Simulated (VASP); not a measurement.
Runs of VASP 6.6.1 on Sn. The structure is that of space group Fd-3m (No. 227), or close to it. The cells are those of the table. 

```tsv
cell	gap on the mesh (eV)	pressure (GPa)
a = 4.466 Å, angles 60.0°, 2 atoms	none	4.1
a = 4.547 Å, angles 60.0°, 2 atoms	none	1.0
a = 4.277 Å, angles 60.0°, 2 atoms	(b)	15.1
a = 4.349 Å, angles 60.0°, 2 atoms	0.17	(a)
a = 4.403 Å, angles 60.0°, 2 atoms	-	7.1
```

Alike in all rows: task single point; level LDA; potentials or basis VASP PAW LDA potentials, release 64 (Sn_d); no spin polarisation; k mesh 14 × 14 × 14; cutoff (eV) 520; smearing fermi-dirac 0.1 eV.

Task: Estimate the missing entries.

Result: (a) 10.1; (b) 0.20.

Caveats: spin-orbit coupling is left out, which moves the levels of the heavy elements.

A k mesh can miss the band edges, and the runs leave out spin-orbit coupling on Sn.

A gap of «none» marks levels without a gap at the run's occupations.
